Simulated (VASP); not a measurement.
A run of VASP 6.6.1:

Contents of INCAR:

```
SYSTEM = PdRhC4N4
PREC     = Accurate       ! precision mode
ENCUT    = 520            ! plane-wave cutoff, eV
EDIFF    = 1E-6           ! SCF threshold, eV
ISMEAR   = 0              ! smearing method
SIGMA    = 0.1            ! smearing width, eV
LREAL    = .False.        ! projectors in reciprocal space
LASPH    = .True.         ! aspherical terms in the spheres
NELM     = 150            ! most SCF steps
ALGO     = Normal         ! electronic algorithm
ISIF     = 2              ! what is computed and relaxed
LWAVE    = .False.        ! write WAVECAR
LCHARG   = .False.        ! write CHGCAR
ISPIN    = 2              ! spin polarisation
MAGMOM   = 0 1 0 0 0 0 0 0 0 0 ! initial moments
LORBIT   = 11             ! projections on sites
LMAXMIX  = 4              ! l up to which the mixer works
GGA      = PE             ! functional
NBANDS   = 46             ! bands
```

File KPOINTS:

```
Automatic mesh
0
Gamma
  4 4 4
  0 0 0
```

Contents of POSCAR:

```
PdRhC4N4
1.0
    6.0080190132      0.0000000000      0.0000000000
    0.0000000000      6.0080190132      0.0000000000
    0.0000000000      0.0000000000      6.0080190132
Pd Rh C N
1 1 4 4
Direct
    0.5000000000      0.5000000000      0.5000000000
    0.0000000000      0.0000000000      0.0000000000
    0.1879459277      0.1879459277      0.1879459277
    0.1879459277      0.8120540723      0.8120540723
    0.8120540723      0.1879459277      0.8120540723
    0.8120540723      0.8120540723      0.1879459277
    0.3014032480      0.3014032480      0.3014032480
    0.3014032480      0.6985967520      0.6985967520
    0.6985967520      0.3014032480      0.6985967520
    0.6985967520      0.6985967520      0.3014032480
```

Potentials or basis: VASP PAW PBE potentials, release 64 (Pd, Rh_pv, C, N).

Run with:

```console
$ cat potpaw_PBE.64/Pd/POTCAR potpaw_PBE.64/Rh_pv/POTCAR potpaw_PBE.64/C/POTCAR potpaw_PBE.64/N/POTCAR > POTCAR
$ mpirun -np 1 vasp_std > vasp.out
```

Hardware: 1 thread of Intel(R) Xeon(R) 6975P-C (Granite Rapids) (shared host).

How long does it take, and how much memory?

Run time: 2.6 min on 1 thread of Intel(R) Xeon(R) 6975P-C (Granite Rapids), with other jobs on the host, peak memory 0.49 GiB. Counts: scf iterations 20, k points 10.
